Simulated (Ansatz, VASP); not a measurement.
# TePb in VASP and in Ansatz

File POSCAR:

```
TePb
1.0
    4.6456710610      0.0000000000      0.0000000000
    0.0000000000      4.6456710610      0.0000000000
    0.0000000000      0.0000000000      6.5834752922
Pb Te
2 2
Direct
    0.0000000000      0.0000000000      0.0000000000
    0.5000000000      0.5000000000      0.5000000000
    0.5000000000      0.5000000000      0.0000000000
    0.0000000000      0.0000000000      0.5000000000
```

Contents of INCAR.step1:

```
SYSTEM = TePb
ALGO     = Normal         ! electronic algorithm
EDIFF    = 1E-5           ! SCF threshold, eV
ENCUT    = 550            ! plane-wave cutoff, eV
GGA      = PE             ! functional
GGA_COMPAT= .False.      
ISMEAR   = 0              ! smearing method
LASPH    = .True.         ! aspherical terms in the spheres
LCHARG   = .False.        ! write CHGCAR
LREAL    = .False.        ! projectors in reciprocal space
LWAVE    = .True.         ! write WAVECAR
NBANDS   = 28             ! bands
NELM     = 120            ! most SCF steps
PREC     = Accurate       ! precision mode
SIGMA    = 0.02           ! smearing width, eV
```

File INCAR.step2:

```
SYSTEM = TePb
ALGO     = Normal         ! electronic algorithm
EDIFF    = 1E-6           ! SCF threshold, eV
ENCUT    = 550            ! plane-wave cutoff, eV
GGA_COMPAT= .False.      
ISIF     = 2              ! what is computed and relaxed
ISMEAR   = 0              ! smearing method
ISTART   = 1            
LASPH    = .True.         ! aspherical terms in the spheres
LCHARG   = .False.        ! write CHGCAR
LMIXTAU  = .True.       
LREAL    = .False.        ! projectors in reciprocal space
LWAVE    = .False.        ! write WAVECAR
METAGGA  = R2SCAN         ! meta-GGA
NBANDS   = 28             ! bands
NELM     = 120            ! most SCF steps
PREC     = Accurate       ! precision mode
SIGMA    = 0.02           ! smearing width, eV
```

KPOINTS

```
k-points
0
Gamma
  6 6 4
  0 0 0
```

Input for Ansatz:

```yaml
crystal:
  lattice:
    - [4.645671061, 0.0, 0.0]
    - [0.0, 4.645671061, 0.0]
    - [0.0, 0.0, 6.5834752922]
  atoms:
    - { symbol: Pb, position: [0.0, 0.0, 0.0] }
    - { symbol: Te, position: [0.5, 0.5, 0.0] }
    - { symbol: Pb, position: [0.5, 0.5, 0.5] }
    - { symbol: Te, position: [0.0, 0.0, 0.5] }
basis:
  ecutwfc: 500
kpoints:
  mp_grid: { grid: [6, 6, 4] }
  band_path:
    path:
      - [[0.0, 0.0, 0.0], [0.5, 0.5, 0.0], [0.5, 0.5, 0.5], [0.5, 0.0, 0.5], [0.0, 0.0, 0.0], [0.0, 0.0, 1.0], [0.25102457, 0.0, 1.0]]
      - [[0.74897543, 0.0, 0.0], [0.0, 0.0, 0.0]]
      - [[0.5, 0.5, 0.0], [0.74897543, 0.25102457, 0.0]]
      - [[0.25102457, 0.25102457, 1.0], [0.0, 0.0, 1.0]]
    npoints: 10
hamiltonian:
  xc: r2scan
  pseudopotentials: { kind: paw, azcp: { folder: soft_1 } }
scf:
  occupations: { method: gaussian, width: 0.02 }
  n_extra_bands: 8
output:
  forces: true
  stress: true
  eigenvalues: true
```

Alike in both runs: task single point; functional r2SCAN; k mesh 6 × 6 × 4; occupations gaussian, width 0.02 eV; no spin polarisation.

|  | VASP | Ansatz |
| --- | --- | --- |
| version | VASP 6.6.1 | Ansatz 0.2.0 |
| potentials or method | VASP PAW PBE potentials, release 64 (Pb_d, Te), cutoff 550 eV | scalar-relativistic, plane waves, PAW |
| valence electrons in the cell | 40 | 60 |

```tsv
	VASP	Ansatz	Ansatz less VASP
gap on the k mesh at the Fermi level (eV)	1.13	1.13	+0.004
least direct gap on the mesh (eV)	1.13	1.13	+0.004
pressure (GPa)	-0.7	-0.7	+0.03
```

VASP's potentials were made for PBE, not for r2SCAN. With one functional, cell and mesh, what is left measures potentials, basis and numerics. VASP's potentials hold 40 valence electrons a cell and Ansatz's 60, so a difference there can come from the potentials and not from the codes.

Neither program's run includes spin-orbit coupling.
